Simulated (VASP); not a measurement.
Set up this calculation in VASP 6.6.1, as the native input.

```yaml
Task: single point
Functional: PBEsol
Potentials_or_basis: VASP PAW PBE potentials, release 64 (Mo_sv, S)
Cutoff: 520 eV
k_mesh: 12 × 12 × 2
Occupations: gaussian, width 0.05 eV
Spin: no spin polarisation
Dipole_correction: no
Further_INCAR_settings: ALGO = Normal; EDIFF = 1e-06; NBANDS = 35
```

The structure of MoS2 lies in POSCAR:

```
MoS2
1.0
    3.1885536904      0.0000000000      0.0000000000
   -1.5942768452      2.6797516944      0.0000000000
    0.0000000000      0.0000000000     12.5788196111
Mo S
2 4
Direct
    0.3333333333      0.6666666667      0.2500000000
    0.6666666667      0.3333333333      0.7500000000
    0.3333333333      0.6666666667      0.6260538431
    0.6666666667      0.3333333333      0.1260538431
    0.3333333333      0.6666666667      0.8739461569
    0.6666666667      0.3333333333      0.3739461569
```

This cell differs from its parent crystal: strain +0.0150 x Voigt [1, -1, 0, 0, 0, 0].

These files were run (other wordings do the same):

INCAR

```
ALGO = Normal
EDIFF = 1E-6
ENCUT = 520
GGA = PS
ISIF = 2
ISMEAR = 0
LASPH = True
LCHARG = False
LREAL = False
LWAVE = False
NBANDS = 35
NELM = 80
PREC = Accurate
SIGMA = 0.05
```

KPOINTS

```
k-points
0
Gamma
  12 12 2
```

Potentials or basis: VASP PAW PBE potentials, release 64 (Mo_sv, S).

The run is started by

```console
$ cat potpaw_PBE.64/Mo_sv/POTCAR potpaw_PBE.64/S/POTCAR > POTCAR
$ mpirun -np 1 vasp_std > vasp.out
```

It gave:

The pressure is 0.1 GPa, the largest force is 0.217 eV/Å and the band gap on the k mesh is 1.00 eV (least direct gap 1.74 eV).

Caveat: the cell differs from its parent crystal (strain +0.0150 x Voigt [1, -1, 0, 0, 0, 0]); the stress differs along the axes, from -3 to 3 GPa; the PAW data sets were made with another functional, which shifts forces and pressure a little; this functional lacks dispersion, which binds layers or chains, so the pressure and a relaxed spacing across them are unreliable.

It took 2.9 min on 1 thread of AMD EPYC 9R45 (Zen 5) (shared host), peak memory 0.36 GiB.
